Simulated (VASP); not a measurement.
# InH (Fm-3m) in VASP: notebook

InH is run at these levels: PBE; tasks: single point, relaxation of cell and atoms.

Program: VASP 6.6.1. These are calculated values, not measurements. Logs are shortened: lines on timing, memory, paths and dates and some standing lists are left out, and cuts for length are marked.

**1. The cell of the first run**

The structure is cubic, space group Fm-3m (No. 225). Conventional cell: a = 5.017 Å, b = 5.017 Å, c = 5.017 Å, α = 90.00°, β = 90.00°, γ = 90.00°. Within 3.3 Å of In (site symmetry m-3m) lie 6 H at 2.51 Å. Within 3.3 Å of H (site symmetry m-3m) lie 6 In at 2.51 Å.

The cell was generated, and may not be a known phase.

**2. Single point, PBE**

Input file INCAR:

```
SYSTEM = InH
ALGO     = Normal         ! electronic algorithm
EDIFF    = 1E-6           ! SCF threshold, eV
ENCUT    = 520            ! plane-wave cutoff, eV
GGA      = PE             ! functional
ISIF     = 2              ! what is computed and relaxed
ISMEAR   = 0              ! smearing method
LASPH    = .True.         ! aspherical terms in the spheres
LCHARG   = .False.        ! write CHGCAR
LREAL    = .False.        ! projectors in reciprocal space
LWAVE    = .False.        ! write WAVECAR
NBANDS   = 14             ! bands
NELM     = 80             ! most SCF steps
PREC     = Accurate       ! precision mode
SIGMA    = 0.1            ! smearing width, eV
```

Input file KPOINTS:

```
k-points
0
Gamma
  6 6 6
  0 0 0
```

Input file POSCAR:

```
InH
1.0
    0.0000000000      2.5085040408      2.5085040408
    2.5085040408      0.0000000000      2.5085040408
    2.5085040408      2.5085040408      0.0000000000
In H
1 1
Direct
    0.0000000000      0.0000000000      0.0000000000
    0.5000000000      0.5000000000      0.5000000000
```

Potentials or basis: VASP PAW PBE potentials, release 64 (In_d, H).

Run with:

```console
$ cat potpaw_PBE.64/In_d/POTCAR potpaw_PBE.64/H/POTCAR > POTCAR
$ mpirun -np 1 vasp_std > vasp.out
```

OUTCAR:

```text
SYSTEM = InH
   EDIFF = 1E-6
   ENCUT = 520
   GGA = PE
   ISIF = 2
   ISMEAR = 0
   LASPH = .True.
   LREAL = .False.
   NELM = 80
   PREC = Accurate

 ion  position               nearest neighbor table
   1  0.000  0.000  0.000-
   2  0.500  0.500  0.500-

  LATTYP: Found a face centered cubic cell.
 ALAT       =     5.0170080816

  Lattice vectors:

 A1 = (   0.0000000000,   2.5085040408,   2.5085040408)
 A2 = (   2.5085040408,   0.0000000000,   2.5085040408)
 A3 = (   2.5085040408,   2.5085040408,   0.0000000000)

Analysis of symmetry for initial positions (statically):
=====================================================================
 Subroutine PRICEL returns:
 Original cell was already a primitive cell.

 Routine SETGRP: Setting up the symmetry group for a
 face centered cubic supercell.

 Subroutine GETGRP returns: Found 48 space group operations
 (whereof 48 operations were pure point group operations)
 out of a pool of 48 trial point group operations.

The static configuration has the point symmetry O_h .

Analysis of symmetry for dynamics (positions and initial velocities):
=====================================================================
 Subroutine PRICEL returns:
 Original cell was already a primitive cell.

 Routine SETGRP: Setting up the symmetry group for a
 face centered cubic supercell.

 Subroutine GETGRP returns: Found 48 space group operations
 (whereof 48 operations were pure point group operations)
 out of a pool of 48 trial point group operations.

The dynamic configuration has the point symmetry O_h .

 Subroutine INISYM returns: Found 48 space group operations
 (whereof 48 operations are pure point group operations),
 and found     1 'primitive' translations

----------------------------------------------------------------------------------------

                                     Primitive cell

  volume of cell :      31.5700

  direct lattice vectors                    reciprocal lattice vectors
     0.000000000  2.508504041  2.508504041    -0.199321983  0.199321983  0.199321983
     2.508504041  0.000000000  2.508504041     0.199321983 -0.199321983  0.199321983
     2.508504041  2.508504041  0.000000000     0.199321983  0.199321983 -0.199321983

  length of vectors
     3.547560436  3.547560436  3.547560436     0.345235802  0.345235802  0.345235802

  position of ions in fractional coordinates (direct lattice)
     0.000000000  0.000000000  0.000000000
[... 79 lines left out ...]
   PSTRESS=    0.0 pullay stress
   NELECT =      14.0000    total number of electrons
   NUPDOWN=      -1.0000    fix difference up-down
   EMIN   =  10.00;   EMAX   =-10.00  energy-range for DOS
   EFERMI =   0.00;   METHOD = LEGACY
   ISMEAR =     0;   SIGMA  =   0.10  broadening in eV -4-tet -1-fermi 0-gaus
   EFERMI_NEDOS =   21; number of points for ismear=-14 and -15
   IALGO  =     38    algorithm
   IMIX   =      4    mixing-type and parameters
     AMIX     =   0.40;   BMIX     =  1.00
     AMIX_MAG =   1.60;   BMIX_MAG =  1.00
  volume/ion in A,a.u.               =      15.78       106.52
  Fermi-wavevector in a.u.,A,eV,Ry     =   1.248416  2.359164 21.205263  1.558543
  Thomas-Fermi vector in A             =   2.382504
   LORBIT       =      0    0 simple, 1 ext, 2 COOP (PROOUT), +10 PAW based schemes
   GGA     = PE    functional components
   LHFCALC =     F    Hartree Fock is set to
   AEXX    =    0.0000 exact exchange contribution
   IVDW    =     0    specifies the selected vdW correction
   LEPSILON=     F    determine dielectric tensor
   LRPA    =     F    only Hartree local field effects (RPA)
 non-spin polarized calculation
 Gauss-broadening in eV      SIGMA  =   0.10
  energy-cutoff  :      520.00
  volume of cell :       31.57
 maximum number of plane-waves:       869
 NGX is ok and might be reduce to    28
   NGX = 13   NGY = 13   NGZ = 13

 number of electron      13.9999996 magnetization

 Free energy of the ion-electron system (eV)
  ---------------------------------------------------
  ext. energy  EPLUGINS =         0.00000000
  ---------------------------------------------------
  free energy    TOTEN  =        -4.95504858 eV

  energy without entropy =       -4.94396284  energy(sigma->0) =       -4.94950571

 E-fermi :   5.9893     XC(G=0):  -9.9686

 val. band max:        5.9606326812   @ k =   0.3333   0.1667   0.0000
 cond. band min:       6.5341369788   @ k =  -0.1667   0.1667   0.0000
 fundamental gap:      0.5735042976
 Fermi energy:         5.9893027789

 k-point     1 :       0.0000    0.0000    0.0000
  band No.  band energies     occupation
      1      -8.3409      2.00000
      2      -8.3409      2.00000
      3      -8.3409      2.00000
      4      -8.2343      2.00000
      5      -8.2343      2.00000
      6      -3.6414      2.00000
      7       9.6246      0.00000
      8      14.3145      0.00000
      9      14.3145      0.00000
     10      14.3145      0.00000
     11      17.1160      0.00000
     12      18.3047      0.00000
     13      18.3047      0.00000
     14      18.3047      0.00000
[... 241 lines left out ...]
      1      -8.4182      2.00000
      2      -8.3847      2.00000
      3      -8.2109      2.00000
      4      -8.1866      2.00000
      5      -8.1165      2.00000
      6       2.2920      2.00000
      7       4.4474      2.00000
      8       4.8136      2.00000
      9       6.9905      0.00000
     10      12.4160      0.00000
     11      16.0339      0.00000
     12      20.3626      0.00000
     13      21.4079      0.00000
     14      26.8392      0.00000

------------------------ aborting loop because EDIFF is reached ----------------------------------------

  FORCE on cell =-STRESS in cart. coord.  units (eV):
  Direction    XX          YY          ZZ          XY          YZ          ZX
  --------------------------------------------------------------------------------------
  -------------------------------------------------------------------------------------
  Total       -0.0173913     -0.0173913     -0.0173913      0.0000000     -0.0000000      0.0000000
  in kB       -0.8826086     -0.8826086     -0.8826086      0.0000000     -0.0000000      0.0000000
  external PRESSURE =      -0.8826086 kB  Pullay stress =       0.0000000 kB

 VOLUME and BASIS-vectors are now :
 -----------------------------------------------------------------------------
  energy-cutoff  :      520.00
  volume of cell :       31.57
      direct lattice vectors                 reciprocal lattice vectors
     0.000000000  2.508504041  2.508504041    -0.199321983  0.199321983  0.199321983
     2.508504041  0.000000000  2.508504041     0.199321983 -0.199321983  0.199321983
     2.508504041  2.508504041  0.000000000     0.199321983  0.199321983 -0.199321983

 POSITION                                       TOTAL-FORCE (eV/Angst)
 -----------------------------------------------------------------------------------
      0.00000      0.00000      0.00000        -0.000000      0.000000     -0.000000
      2.50850      2.50850      2.50850         0.000000      0.000000      0.000000
 -----------------------------------------------------------------------------------
    total drift:                               -0.000000     -0.000000     -0.000000

  FREE ENERGIE OF THE ION-ELECTRON SYSTEM (eV)
  ---------------------------------------------------
  free  energy   TOTEN  =        -4.9550485756 eV

  energy  without entropy=       -4.9439628367  energy(sigma->0) =       -4.94950571
```

OSZICAR:

```text
N       E                     dE             d eps       ncg     rms          rms(c)
DAV:   1     0.861321656807E+02    0.86132E+02   -0.67179E+03   448   0.132E+03
DAV:   2    -0.429059799563E+00   -0.86561E+02   -0.82284E+02   484   0.299E+02
DAV:   3    -0.507362727226E+01   -0.46446E+01   -0.46278E+01   562   0.642E+01
DAV:   4    -0.518110928169E+01   -0.10748E+00   -0.10745E+00   598   0.972E+00
DAV:   5    -0.518559648310E+01   -0.44872E-02   -0.44870E-02   616   0.166E+00    0.287E+00
DAV:   6    -0.498026369450E+01    0.20533E+00   -0.23707E-01   610   0.521E+00    0.129E+00
DAV:   7    -0.495521235660E+01    0.25051E-01   -0.92570E-02   610   0.192E+00    0.510E-01
DAV:   8    -0.495507561445E+01    0.13674E-03   -0.10399E-02   562   0.933E-01    0.202E-01
DAV:   9    -0.495503787868E+01    0.37736E-04   -0.48270E-04   608   0.178E-01    0.417E-02
DAV:  10    -0.495505354665E+01   -0.15668E-04   -0.17979E-04   592   0.139E-01    0.313E-02
DAV:  11    -0.495505072543E+01    0.28212E-05   -0.35080E-05   592   0.358E-02    0.107E-02
DAV:  12    -0.495504877356E+01    0.19519E-05   -0.53748E-06   534   0.107E-02    0.600E-03
DAV:  13    -0.495504857559E+01    0.19797E-06   -0.41772E-07   350   0.364E-03
   1 F= -.49550486E+01 E0= -.49495057E+01  d E =-.110857E-01
```

Run time: 13 s. Hardware: 1 thread of Intel Xeon 8259CL, shared host; peak memory 0.15 GiB.

Results:

- Free energy: -4.9550 eV
- Pressure: -0.1 GPa
- Band gap on the k mesh: zero (bands 7 and 8 overlap by 4.81 eV)

Caveat: the k points lie up to 0.36 Å⁻¹ apart, too coarse for converged energies and pressures of a metal; spin-orbit coupling is left out, which moves the levels of the heavy elements.

**3. Single point, PBE**

This run uses another cell than the first one, of 19.82 Å³/atom.

Input file INCAR:

```
SYSTEM = InH
PREC = Accurate
ENCUT = 520
EDIFF = 1E-7
ISMEAR = 0
SIGMA = 0.1
LREAL = .FALSE.
LASPH = .TRUE.
NELM = 60
ALGO = Normal
ISIF = 2
LWAVE = .FALSE.
LCHARG = .FALSE.
GGA = PE
NBANDS = 14
```

Input file KPOINTS:

```
regular mesh
0
G
  6 6 6
  0 0 0
```

Input file POSCAR:

```
InH
1.0
    0.0000000000      2.7061073100      2.7061073100
    2.7061073100      0.0000000000      2.7061073100
    2.7061073100      2.7061073100      0.0000000000
In H
1 1
Direct
    0.0000000000      0.0000000000      0.0000000000
    0.5000000000      0.5000000000      0.5000000000
```

Potentials or basis: VASP PAW PBE potentials, release 64 (In_d, H).

Run with:

```console
$ cat potpaw_PBE.64/In_d/POTCAR potpaw_PBE.64/H/POTCAR > POTCAR
$ mpirun -np 1 vasp_std > vasp.out
```

It took 15 s on 1 thread of Intel Xeon 8259CL, shared host; peak memory 0.16 GiB.

It converged, with:

| Quantity | Value |
| --- | --- |
| Free energy | -4.8233 eV |
| Pressure | -4.1 GPa |
| Band gap on the k mesh | zero (bands 7 and 8 overlap by 3.21 eV) |

Levels at points of the mesh, in eV from the Fermi level:
```tsv
k point	band 5	band 6	band 7	band 8	band 9	band 10
(0.00, 0.00, 0.00)	-14.29	-8.19	2.52	6.84	6.84	6.84
(0.50, 0.00, 0.00)	-14.25	-4.39	-4.26	4.01	5.80	5.80
(0.50, 0.50, 0.00)	-14.24	-3.92	-1.32	-0.20	2.83	2.83
```

Caveat: the cell stands under tension; spin-orbit coupling is left out, which moves the levels of the heavy elements.

**4. Relaxation of cell and atoms, PBE**

This run uses another cell than the first one, of 19.82 Å³/atom.

Input file INCAR:

```
PREC = Accurate ; ENCUT = 600
EDIFF = 1E-6 ; ISMEAR = 0
SIGMA = 0.1 ; LREAL = F
LASPH = T ; NELM = 80
ALGO = Normal ; ISIF = 3
LWAVE = F ; LCHARG = F
GGA = PE ; IBRION = 2
NSW = 90 ; EDIFFG = -0.04
```

Input file KPOINTS:

```
Automatic mesh
0
Gamma
  6 6 6
```

POSCAR is that of step 3.

Run with:

```console
$ cat potpaw_PBE.64/In_d/POTCAR potpaw_PBE.64/H/POTCAR > POTCAR
$ mpirun -np 1 vasp_std > vasp.out
```

Run time: 54 s. Hardware: 1 thread of Intel Xeon 8259CL, shared host; peak memory 0.19 GiB.

Results (log left out):

```yaml
Free_energy: -4.9556 eV
Relaxed_volume: 15.69 Å³/atom
Relaxed_cell: a = 3.540 Å, b = 3.540 Å, c = 3.540 Å, α = 60.00°, β = 60.00°, γ = 60.00°
Space_group_after_relaxing_to_0.1_Å: Fm-3m (No. 225)
Energy_gained_by_relaxing: 66.1 meV/atom
Ionic_steps: 4
Pressure_after_relaxing: 0.2 GPa
Band_gap_on_the_k_mesh: zero (bands 7 and 8 overlap by 4.86 eV)
```

Step by step:
| step | energy change (eV) | largest force (eV/Å) | pressure (GPa) | volume (Å³) |
| --- | --- | --- | --- | --- |
| 1 | 0.0000 | 0.0000 | -4.02 | 39.63 |
| 2 | -0.0661 | 0.0000 | -3.49 | 36.85 |
| 3 | -0.1292 | 0.0000 | -0.90 | 32.58 |
| 4 | -0.1322 | 0.0000 | 0.23 | 31.38 |

Final structure:
```
In H
1.0
     0.00000    2.50336    2.50336
     2.50336    0.00000    2.50336
     2.50336    2.50336    0.00000
In H
1 1
Direct
  0.00000 0.00000 0.00000
  0.50000 0.50000 0.50000
```

Levels at points of the mesh, in eV from the Fermi level:
| k point | band 3 | band 4 | band 5 | band 6 | band 7 | band 8 | band 9 | band 10 | band 11 |
| --- | --- | --- | --- | --- | --- | --- | --- | --- | --- |
| (0.00, 0.00, 0.00) | -14.34 | -14.23 | -14.23 | -9.68 | 3.66 | 8.36 | 8.36 | 8.36 | 11.14 |
| (0.50, 0.00, 0.00) | -14.33 | -14.13 | -14.13 | -5.49 | -4.42 | 4.57 | 7.10 | 7.10 | 10.23 |
| (0.50, 0.50, 0.00) | -14.14 | -14.11 | -14.11 | -4.20 | -2.00 | 0.66 | 3.15 | 3.15 | 6.87 |

Caveat: the volume moved by over 15 % at a fixed basis, so the end points are rough; spin-orbit coupling is left out, which moves the levels of the heavy elements.

(Continued in part 2 of 2.)

The gap in the log of VASP goes by the Fermi energy; the results here count the filled bands.